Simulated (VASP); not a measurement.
Runs of VASP 6.6.1 on AlCo. The structure is that of space group Pm-3m (No. 221), or close to it. The cells are those of the table. 

| cell | gap on the mesh (eV) | pressure (GPa) |
| --- | --- | --- |
| a = 2.707, b = 2.707, c = 2.594 Å, 2 atoms | none | (c) |
| a = 2.819, b = 2.819, c = 3.045 Å, 2 atoms | none | -11.4 |
| a = 2.594, b = 2.594, c = 2.819 Å, 2 atoms | none | 48.8 |
| a = 3.045 Å, 2 atoms | none | -27.0 |
| a = 2.594 Å, 2 atoms | none | (a) |
| a = 3.045, b = 3.045, c = 2.819 Å, 2 atoms | none | -20.5 |
| a = 2.707, b = 2.707, c = 2.932 Å, 2 atoms | none | (b) |
| a = 2.819, b = 2.819, c = 2.707 Å, 2 atoms | none | 9.8 |

Alike in all rows: task single point; level PBEsol; potentials or basis VASP PAW PBE potentials, release 64 (Al, Co); no spin polarisation; k mesh 16 × 16 × 16; cutoff (eV) 520; smearing gaussian 0.15 eV.

Question: Fill in the values left out.

Answer: (a) 84.4; (b) 10.7; (c) 46.4.

Caveats: the PAW data sets were made with another functional, which shifts forces and pressure a little.

A gap of «none» marks levels without a gap at the run's occupations.
